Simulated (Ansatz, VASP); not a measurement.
# CaF: VASP beside Ansatz

Contents of INCAR:

```
ALGO = Normal ; EDIFF = 1E-6
ENCUT = 600 ; GGA = PE
GGA_COMPAT = False ; ISIF = 2
ISMEAR = 0 ; ISPIN = 2
LASPH = True ; LCHARG = False
LORBIT = 11 ; LREAL = False
LWAVE = False ; MAGMOM = 0 1
NBANDS = 20 ; NELM = 200
PREC = Accurate ; SIGMA = 0.1
```

File KPOINTS:

```
k-points
0
Gamma
  6 6 4
```

POSCAR

```
CaF
1.0
    1.9029334300     -2.6143345200      0.0000000000
    1.9029334300      2.6143345200      0.0000000000
    0.0000000000      0.0000000000      3.8744381100
Ca F
1 1
Direct
    0.0000000000      0.0000000000      0.5000000000
    0.5000000000      0.5000000000      0.0000000000
```

Input for Ansatz:

```yaml
crystal:
  lattice:
    - [1.90293343, -2.61433452, 0.0]
    - [1.90293343, 2.61433452, 0.0]
    - [0.0, 0.0, 3.87443811]
  atoms:
    - { symbol: Ca, position: [0.0, 0.0, 0.5] }
    - { symbol: F, position: [0.5, 0.5, 0.0], spin: 1.0 }
basis:
  ecutwfc: 420
kpoints:
  mp_grid: { grid: [6, 6, 4] }
hamiltonian:
  xc: pbe
scf:
  occupations: { method: gaussian, width: 0.1 }
  lower_state_search: "off"
output:
  forces: true
  stress: true
  eigenvalues: true
  populations: true
magnetization:
  spin_polarized: true
```

Alike in both runs: task single point; functional PBE; k mesh 6 × 6 × 4; occupations gaussian, width 0.1 eV; collinear spin.

```csv
,VASP,Ansatz
version,VASP 6.6.1,Ansatz 0.2.0
potentials or method,"VASP PAW PBE potentials, release 64 (Ca_sv, F), cutoff 600 eV","scalar-relativistic, plane waves, PAW"
valence electrons in the cell,17,17
```

Ansatz gave:

| Property | Result |
| --- | --- |
| gap on the k mesh at the Fermi level (eV) | none |
| pressure (GPa) | 0.2 |
| traceless stress, the component that is largest in VASP (GPa) | 11.21 |
| net moment per atom (μB) | 0.00 |

Problem. Estimate VASP's values.

Solution. gap on the k mesh at the Fermi level (eV): none; pressure (GPa): 0.0; traceless stress, the component that is largest in VASP (GPa): 11.16; net moment per atom (μB): 0.00.

A gap of «none» marks a metal or a gap that the smearing closes. The functional is the same, so the differences come from potentials, cutoffs and numerics. Ansatz's warnings: seeded moment not kept.

The k mesh is coarse, so the values compare programs but aren't converged.
